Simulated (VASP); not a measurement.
A run of VASP 6.6.1:

Contents of POSCAR:

```
ZnS
1.0
    0.0000000000      2.6945131942      2.6945131942
    2.6945131942      0.0000000000      2.6945131942
    2.6945131942      2.6945131942      0.0000000000
Zn S
1 1
Direct
    0.0000000000      0.0000000000      0.0000000000
    0.8705262335      0.7098245888      0.7098245888
```

File INCAR.step1:

```
PREC = Accurate
ENCUT = 520
ISMEAR = 0
SIGMA = 0.05
LREAL = F
LASPH = T
NELM = 100
NBANDS = 16
GGA = PE
ALGO = Normal
EDIFF = 1E-4
LWAVE = T
LCHARG = F
```

The input INCAR.step2:

```
PREC = Accurate
ENCUT = 520
EDIFF = 1E-6
ISMEAR = 0
SIGMA = 0.05
LREAL = F
LASPH = T
NELM = 100
ALGO = Normal
ISIF = 2
LWAVE = F
LCHARG = T
METAGGA = R2SCAN
LMIXTAU = T
LELF = T
LVHAR = T
NBANDS = 16
ISTART = 1
```

Contents of KPOINTS:

```
Automatic mesh
0
Gamma
  8 8 8
```

Potentials or basis: VASP PAW PBE potentials, release 64 (Zn, S).

The run is started by

```console
$ cat potpaw_PBE.64/Zn/POTCAR potpaw_PBE.64/S/POTCAR > POTCAR
$ cp INCAR.step1 INCAR
$ mpirun -np 1 vasp_std > vasp.out
$ cp INCAR.step2 INCAR
$ mpirun -np 1 vasp_std > vasp.out
```

Hardware: 1 thread of Intel(R) Xeon(R) Platinum 8375C CPU @ 2.90GHz (Ice Lake) (shared host).

Q: Estimate the wall time of this run.

A: Wall time 98 s on 1 thread of Intel(R) Xeon(R) Platinum 8375C CPU @ 2.90GHz (Ice Lake) (shared host), peak memory 0.18 GiB. Counts: k points 65.
